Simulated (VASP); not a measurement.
A run of VASP 6.6.1 is set up as follows.

INCAR

```
PREC = Accurate ; ENCUT = 600
EDIFF = 1E-6 ; ISMEAR = 0
SIGMA = 0.02 ; LREAL = F
LASPH = T ; NELM = 120
ALGO = Normal ; ISIF = 2
LWAVE = F ; LCHARG = F
GGA = PE ; NBANDS = 11
GGA_COMPAT = F
```

KPOINTS

```
Automatic mesh
0
Gamma
  10 10 10
```

File POSCAR:

```
SiC
1.0
    0.0000000000      2.2327882018      2.2327882018
    2.2327882018      0.0000000000      2.2327882018
    2.2327882018      2.2327882018      0.0000000000
Si C
1 1
Direct
    0.0000000000      0.0000000000      0.0000000000
    0.2500000000      0.2500000000      0.2500000000
```

Potentials or basis: VASP PAW PBE potentials, release 64 (Si, C).

Run with:

```bash
$ cat potpaw_PBE.64/Si/POTCAR potpaw_PBE.64/C/POTCAR > POTCAR
$ mpirun -np 1 vasp_std > vasp.out
```

Problem. Estimate the pressure.

Solution. -11.2 GPa.

Problem. Predict the band gap on the k mesh.

Solution. 1.42 eV, indirect (least direct gap 4.46 eV).

 A k mesh can miss the band edges.
